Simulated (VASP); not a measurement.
# YGaF (R-3m) in VASP: single point with r2SCAN

Aim: the single point of YGaF with r2SCAN.

Program: VASP 6.6.1. These are calculated values, not measurements. Logs are shortened: lines on timing, memory, paths and dates and some standing lists are left out, and cuts for length are marked.

### 1 The cell of the first run

The structure is trigonal, space group R-3m (No. 166). The conventional cell has a = 4.100 Å, b = 4.100 Å, c = 20.396 Å, α = 90.00°, β = 90.00°, γ = 120.00°. Y (site symmetry 3m) has 4 Ga at 2.42 to 2.53 Å and 4 F at 2.61 to 2.67 Å within 3.2 Å. Within 3.4 Å of F (site symmetry 3m) lie 4 Y at 2.61 to 2.67 Å and 3 F at 2.84 Å and 3 Ga at 2.86 Å. Within 3.2 Å of Ga (site symmetry 3m) lie 4 Y at 2.42 to 2.53 Å and 3 F at 2.86 Å and 3 Ga at 3.12 Å.

### 2 Single point, r2SCAN

POSCAR reads:

```
YGaF
1.0
    4.0996620000      0.0000000000      0.0000000000
   -2.0498310000      3.5504130000      0.0000000000
   -2.0498310000      1.1834710000      6.7985820000
Y F Ga
2 2 2
Direct
    0.2412000000      0.7588000000      0.7236000000
    0.7588000000      0.2412000000      0.2764000000
    0.3720000000      0.6280000000      0.1160000000
    0.6280000000      0.3720000000      0.8840000000
    0.1170000000      0.8830000000      0.3510000000
    0.8830000000      0.1170000000      0.6490000000
```

INCAR.step1 reads:

```
PREC     = Accurate       # precision mode
ENCUT    = 520            # plane-wave cutoff, eV
ISMEAR   = -1             # smearing method
SIGMA    = 0.1            # smearing width, eV
LREAL    = F              # projectors in reciprocal space
LASPH    = T              # aspherical terms in the spheres
NELM     = 100            # most SCF steps
NBANDS   = 40             # bands
GGA      = PE             # functional
ALGO     = Normal         # electronic algorithm
EDIFF    = 1E-4           # SCF threshold, eV
LWAVE    = T              # write WAVECAR
LCHARG   = F              # write CHGCAR
```

INCAR.step2 reads:

```
PREC     = Accurate       # precision mode
ENCUT    = 520            # plane-wave cutoff, eV
EDIFF    = 1E-6           # SCF threshold, eV
ISMEAR   = -1             # smearing method
SIGMA    = 0.1            # smearing width, eV
LREAL    = F              # projectors in reciprocal space
LASPH    = T              # aspherical terms in the spheres
NELM     = 100            # most SCF steps
ALGO     = Normal         # electronic algorithm
ISIF     = 2              # what is computed and relaxed
LWAVE    = F              # write WAVECAR
LCHARG   = F              # write CHGCAR
METAGGA  = R2SCAN         # meta-GGA
LMIXTAU  = T            
NBANDS   = 40             # bands
ISTART   = 1
```

KPOINTS reads:

```
Automatic mesh
0
Gamma
  9 9 9
```

Potentials or basis: VASP PAW PBE potentials, release 64 (Y_sv, F, Ga_d).

The run is started by

```console
cat potpaw_PBE.64/Y_sv/POTCAR potpaw_PBE.64/F/POTCAR potpaw_PBE.64/Ga_d/POTCAR > POTCAR
cp INCAR.step1 INCAR
mpirun -np 1 vasp_std > vasp.out
cp INCAR.step2 INCAR
mpirun -np 1 vasp_std > vasp.out
```

OUTCAR:

```text
PREC = Accurate
   ENCUT = 520
   EDIFF = 1E-6
   ISMEAR = -1
   LREAL = F
   LASPH = T
   NELM = 100
   ISIF = 2
   METAGGA = R2SCAN
   ISTART = 1

 ion  position               nearest neighbor table
   1  0.241  0.759  0.724-   6 2.42   6 2.42   6 2.42   5 2.53   4 2.61   4 2.61   4 2.61   3 2.67
                             2 3.85   2 3.85   2 3.85
   2  0.759  0.241  0.276-   5 2.42   5 2.42   5 2.42   6 2.53   3 2.61   3 2.61   3 2.61   4 2.67
                             1 3.85   1 3.85   1 3.85
   3  0.372  0.628  0.116-   2 2.61   2 2.61   2 2.61   1 2.67
   4  0.628  0.372  0.884-   1 2.61   1 2.61   1 2.61   2 2.67
   5  0.117  0.883  0.351-   2 2.42   2 2.42   2 2.42   1 2.53
   6  0.883  0.117  0.649-   1 2.42   1 2.42   1 2.42   2 2.53

  LATTYP: Found a trigonal (rhomboedric) cell.
 ALAT       =     7.1988284909
 COS(alpha) =     0.8378403652

  Lattice vectors:

 A1 = (   0.0000000000,  -2.3669420000,   6.7985820000)
 A2 = (   2.0498310000,   1.1834710000,   6.7985820000)
 A3 = (  -2.0498310000,   1.1834710000,   6.7985820000)

Analysis of symmetry for initial positions (statically):
=====================================================================
 Subroutine PRICEL returns:
 Original cell was already a primitive cell.

 Routine SETGRP: Setting up the symmetry group for a
 trigonal (rhombohedral) supercell.

 Subroutine GETGRP returns: Found 12 space group operations
 (whereof 12 operations were pure point group operations)
 out of a pool of 12 trial point group operations.

The static configuration has the point symmetry D_3d.

Analysis of symmetry for dynamics (positions and initial velocities):
=====================================================================
 Subroutine PRICEL returns:
 Original cell was already a primitive cell.

 Routine SETGRP: Setting up the symmetry group for a
 trigonal (rhombohedral) supercell.

 Subroutine GETGRP returns: Found 12 space group operations
 (whereof 12 operations were pure point group operations)
 out of a pool of 12 trial point group operations.

The dynamic configuration has the point symmetry D_3d.

 Subroutine INISYM returns: Found 12 space group operations
 (whereof 12 operations are pure point group operations),
 and found     1 'primitive' translations

----------------------------------------------------------------------------------------

                                     Primitive cell

  volume of cell :      98.9567

  direct lattice vectors                    reciprocal lattice vectors
     4.099662000  0.000000000  0.000000000     0.243922548  0.140828687  0.049029832
    -2.049831000  3.550413000  0.000000000     0.000000000  0.281657373 -0.049029832
    -2.049831000  1.183471000  6.798582000     0.000000000  0.000000000  0.147089496

  length of vectors
     4.099662000  4.099663352  7.198828234     0.285893079  0.285892988  0.147089496

  position of ions in fractional coordinates (direct lattice)
     0.241200000  0.758800000  0.723600000
     0.758800000  0.241200000  0.276400000
     0.372000000  0.628000000  0.116000000
     0.628000000  0.372000000  0.884000000
     0.117000000  0.883000000  0.351000000
     0.883000000  0.117000000  0.649000000

  ion indices of the primitive-cell ions
   primitive index   ion index
                 1           1
                 2           2
                 3           3
                 4           4
                 5           5
                 6           6

----------------------------------------------------------------------------------------

 KPOINTS: Automatic mesh

Automatic generation of k-mesh.
 Grid dimensions read from file:
 generate k-points for:    9    9    9

 Generating k-lattice:

  Cartesian coordinates                     Fractional coordinates (reciprocal lattice)
     0.027102505  0.015647632  0.005447759     0.111111111  0.000000000  0.000000000
     0.000000000  0.031295264 -0.005447759     0.000000000  0.111111111  0.000000000
     0.000000000  0.000000000  0.016343277     0.000000000  0.000000000  0.111111111

  Length of vectors
     0.031765898  0.031765888  0.016343277

  Shift w.r.t. Gamma in fractional coordinates (k-lattice)
     0.000000000  0.000000000  0.000000000

 Subroutine IBZKPT returns following result:
 ===========================================

 Found     85 irreducible k-points:

 Following reciprocal coordinates:
            Coordinates               Weight
  0.000000  0.000000  0.000000      1.000000
  0.111111  0.000000  0.000000      6.000000
  0.222222  0.000000  0.000000      6.000000
  0.333333  0.000000  0.000000      6.000000
  0.444444  0.000000  0.000000      6.000000
  0.111111  0.111111  0.000000      6.000000
[... 16 lines left out ...]
 -0.333333  0.333333 -0.000000      6.000000
  0.444444  0.444444  0.000000      6.000000
 [... further k-points ...]
   k-points           NKPTS =     85   k-points in BZ     NKDIM =     85   number of bands    NBANDS=     40
   number of dos      NEDOS =    301   number of ions     NIONS =      6
   total plane-waves  NPLWV =  48600
   dimension x,y,z NGX =    30 NGY =   30 NGZ =   54
   dimension x,y,z NGXF=    60 NGYF=   60 NGZF=  108
   ions per type =               2   2   2
   NGX,Y,Z   is equivalent  to a cutoff of  12.17, 12.17, 12.47 a.u.
   NGXF,Y,Z  is equivalent  to a cutoff of  24.33, 24.33, 24.94 a.u.
 SYSTEM =  unknown system
   PREC   = accura    normal or accurate (medium, high low for compatibility)
   ISTART =      1    job   : 0-new  1-cont  2-samecut
   ICHARG =      0    charge: 1-file 2-atom 10-const
   ISPIN  =      1    spin polarized calculation?
   LNONCOLLINEAR =      F non collinear calculations
   LSORBIT =      F    spin-orbit coupling
   LASPH  =      T    aspherical Exc in radial PAW
   ENCUT  =  520.0 eV  38.22 Ry    6.18 a.u.   7.62  7.62 13.39*2*pi/ulx,y,z
   NELM   =    100;   NELMIN=  2; NELMDL=  0     # of ELM steps
   EDIFF  = 0.1E-05   stopping-criterion for ELM
   LREAL  =      F    real-space projection
   EDIFFG = 0.1E-04   stopping-criterion for IOM
   NSW    =      0    number of steps for IOM
   IBRION =     -1    ionic relax: 0-MD 1-quasi-New 2-CG
   NFREE  =      0    steps in history (QN), initial steepest desc. (CG)
   ISIF   =      2    stress and relaxation
   ISYM   =      2    0-nonsym 1-usesym 2-fastsym
   POTIM  = 0.5000    time-step for ionic-motion
   TEBEG  =    0.0;   TEEND  =   0.0 temperature during run
   PSTRESS=    0.0 pullay stress
   NELECT =      62.0000    total number of electrons
   NUPDOWN=      -1.0000    fix difference up-down
   EMIN   =  10.00;   EMAX   =-10.00  energy-range for DOS
   EFERMI =   0.00;   METHOD = LEGACY
   ISMEAR =    -1;   SIGMA  =   0.10  broadening in eV -4-tet -1-fermi 0-gaus
   EFERMI_NEDOS =   21; number of points for ismear=-14 and -15
   IALGO  =     38    algorithm
   IMIX   =      4    mixing-type and parameters
     AMIX     =   0.40;   BMIX     =  1.00
     AMIX_MAG =   1.60;   BMIX_MAG =  1.00
  volume/ion in A,a.u.               =      16.49       111.30
  Fermi-wavevector in a.u.,A,eV,Ry     =   1.400846  2.647215 26.699647  1.962369
  Thomas-Fermi vector in A             =   2.523766
   LORBIT       =      0    0 simple, 1 ext, 2 COOP (PROOUT), +10 PAW based schemes
   METAGGA = R2SCAN    functional components
   LHFCALC =     F    Hartree Fock is set to
   AEXX    =    0.0000 exact exchange contribution
   IVDW    =     0    specifies the selected vdW correction
   LEPSILON=     F    determine dielectric tensor
   LRPA    =     F    only Hartree local field effects (RPA)
 non-spin polarized calculation
  energy-cutoff  :      520.00
  volume of cell :       98.96
 maximum number of plane-waves:      2701
   NGX = 15   NGY = 15   NGZ = 27

 number of electron      61.9999993 magnetization

 Free energy of the ion-electron system (eV)
  ---------------------------------------------------
  ext. energy  EPLUGINS =         0.00000000
  ---------------------------------------------------
  free energy    TOTEN  =       -73.69969931 eV

  energy without entropy =      -73.62756800  energy(sigma->0) =      -73.66363365

 E-fermi :   4.3773     XC(G=0): -11.4163

 val. band max:        4.3474845313   @ k =   0.0000   0.0000   0.2222
 cond. band min:       4.3815133564   @ k =   0.1111  -0.1111   0.3333
 fundamental gap:      0.0340288251
 Fermi energy:         4.3773226495

 k-point     1 :       0.0000    0.0000    0.0000
  band No.  band energies     occupation
      1     -39.3107      2.00000
      2     -39.2854      2.00000
      3     -21.0258      2.00000
      4     -20.5906      2.00000
      5     -18.9626      2.00000
      6     -18.9626      2.00000
[... 32 lines left out ...]
     39       8.6394      0.00000
     40      12.1488      0.00000

 k-point     2 :       0.1111    0.0000    0.0000
  band No.  band energies     occupation
      1     -39.3084      2.00000
      2     -39.2845      2.00000
      3     -21.0235      2.00000
      4     -20.6186      2.00000
      5     -18.9649      2.00000
      6     -18.9570      2.00000
[... 32 lines left out ...]
     39       9.2581      0.00000
     40      12.3803      0.00000

 k-point     3 :       0.2222    0.0000    0.0000
  band No.  band energies     occupation
      1     -39.3022      2.00000
      2     -39.2824      2.00000
      3     -21.0167      2.00000
      4     -20.6903      2.00000
      5     -19.0000      2.00000
      6     -18.9709      2.00000
[... 853 lines left out ...]
  band No.  band energies     occupation
      1     -39.2945      2.00000
      2     -39.2807      2.00000
      3     -21.0096      2.00000
      4     -20.7759      2.00000
      5     -18.9857      2.00000
      6     -18.9837      2.00000
[... 32 lines left out ...]
     39       9.6362      0.00000
     40      11.0292      0.00000

 k-point    24 :       0.4444    0.4444    0.0000
  band No.  band energies     occupation
      1     -39.2874      2.00000
      2     -39.2801      2.00000
      3     -20.9787      2.00000
      4     -20.8664      2.00000
      5     -19.0310      2.00000
      6     -18.9885      2.00000
[... 32 lines left out ...]
     39       9.2980      0.00000
     40       9.4239      0.00000

 [... further k-points ...]

------------------------ aborting loop because EDIFF is reached ----------------------------------------

  FORCE on cell =-STRESS in cart. coord.  units (eV):
  Direction    XX          YY          ZZ          XY          YZ          ZX
  --------------------------------------------------------------------------------------
  -------------------------------------------------------------------------------------
  Total       23.5516419     23.5516626      9.2828349      0.0000000     -0.0000000      0.0000000
  in kB      381.3172958    381.3176311    150.2954882      0.0000000     -0.0000000      0.0000000
  external PRESSURE =     304.3101383 kB  Pullay stress =       0.0000000 kB

 VOLUME and BASIS-vectors are now :
 -----------------------------------------------------------------------------
  energy-cutoff  :      520.00
  volume of cell :       98.96
      direct lattice vectors                 reciprocal lattice vectors
     4.099662000  0.000000000  0.000000000     0.243922548  0.140828687  0.049029832
    -2.049831000  3.550413000  0.000000000     0.000000000  0.281657373 -0.049029832
    -2.049831000  1.183471000  6.798582000     0.000000000  0.000000000  0.147089496

 POSITION                                       TOTAL-FORCE (eV/Angst)
 -----------------------------------------------------------------------------------
     -2.04983      3.55041      4.91945         0.000000      0.000000      7.256467
      2.04983      1.18347      1.87913        -0.000000     -0.000000     -7.256467
      0.00000      2.36694      0.78864         0.000000      0.000000     -0.129114
      0.00000      2.36694      6.00995         0.000000      0.000000      0.129114
     -2.04983      3.55041      2.38630        -0.000000     -0.000000      2.908711
      2.04983      1.18347      4.41228         0.000000      0.000000     -2.908711
 -----------------------------------------------------------------------------------
    total drift:                               -0.000000      0.000000      0.000000

  FREE ENERGIE OF THE ION-ELECTRON SYSTEM (eV)
  ---------------------------------------------------
  free  energy   TOTEN  =       -73.6996993116 eV

  energy  without entropy=      -73.6275679971  energy(sigma->0) =      -73.66363365
```

It took 38 min on 1 thread of Intel Xeon 8259CL, shared host; peak memory 0.45 GiB.

Results:

```yaml
Free_energy: -73.6997 eV
Pressure: 30.4 GPa
Largest_force: 7.256 eV/Å
Band_gap_on_the_k_mesh: zero (bands 31 and 32 overlap by 0.01 eV)
```

Forces in eV/Å, atoms in the order of the input:
```
Y    0.000  0.000  7.256
Y    0.000  0.000 -7.256
F    0.000  0.000 -0.129
F    0.000  0.000  0.129
Ga   0.000  0.000  2.909
Ga   0.000  0.000 -2.909
```

Stress tensor (GPa, compression positive):
```
38.13  0.00  0.00
 0.00 38.13  0.00
 0.00  0.00 15.03
```

Caveat: the stress differs along the axes, from 15 to 38 GPa; the PAW data sets were made with another functional, which shifts forces and pressure a little.

The gap in the log of VASP goes by the Fermi energy; the results here count the filled bands.